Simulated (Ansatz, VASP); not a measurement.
# C: VASP beside Ansatz

```
CELL_PARAMETERS angstrom
2.45611 0.00000 0.00000
-1.22807 2.12705 0.00000
0.00000 0.00000 7.17327
ATOMIC_POSITIONS crystal
C 0.08338 0.91662 0.75314
C 0.58338 0.41662 0.24686
C 0.91662 0.08338 0.24686
C 0.41662 0.58338 0.75314
```

Alike in both runs: task single point; functional LDA; k mesh 13 × 13 × 4; occupations fermi-dirac, width 0.1 eV; no spin polarisation.

```csv
,VASP,Ansatz
version,VASP 6.6.1,Ansatz 0.2.0
potentials or method,"VASP PAW LDA potentials, release 64 (C)","plane waves, PAW"
plane-wave cutoff (eV),520,420
valence electrons in the cell,16,16
```

|  | VASP | Ansatz | Ansatz less VASP |
| --- | --- | --- | --- |
| pressure (GPa) | -3.2 | -3.9 | -0.74 |
| traceless stress, the component that is largest in VASP (GPa) | 2.05 | 2.92 | +0.869 |
| rms of the force components (eV/Å) | 0.010 | 0.010 | 0.0000 |

LDA's correlation is that of Perdew and Zunger in VASP and of Perdew and Wang (1992) in Ansatz. Atom by atom the forces differ by 0.000 eV/Å (rms over components).
